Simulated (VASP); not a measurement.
A run of VASP 6.6.1 is set up as follows.

File INCAR:

```
SYSTEM = Pb
ALGO = Fast
EDIFF = 1E-6
ENCUT = 520
GGA = VW
ISIF = 2
ISMEAR = -1
LASPH = .True.
LCHARG = .False.
LREAL = .False.
LWAVE = .False.
NBANDS = 13
NELM = 80
PREC = Accurate
SIGMA = 0.05
```

File KPOINTS:

```
k-points
0
Gamma
  9 9 9
  0 0 0
```

Contents of POSCAR:

```
Pb
1.0
    0.0000000000      2.5075897876      2.5075897876
    2.5075897876      0.0000000000      2.5075897876
    2.5075897876      2.5075897876      0.0000000000
Pb
1
Direct
    0.0000000000      0.0000000000      0.0000000000
```

Potentials or basis: VASP PAW PBE potentials, release 64 (Pb_d).

The run is started by

```sh
$ cat potpaw_PBE.64/Pb_d/POTCAR > POTCAR
$ mpirun -np 1 vasp_std > vasp.out
```

Predict the pressure.

-3.7 GPa.

Predict the band gap on the k mesh.

zero (band 7 reaches 13.49 eV, above the bottom of band 8 at 5.01 eV).

Caveat: the PAW data sets were made with another functional, which shifts forces and pressure a little; spin-orbit coupling is left out, which moves the levels of the heavy elements.
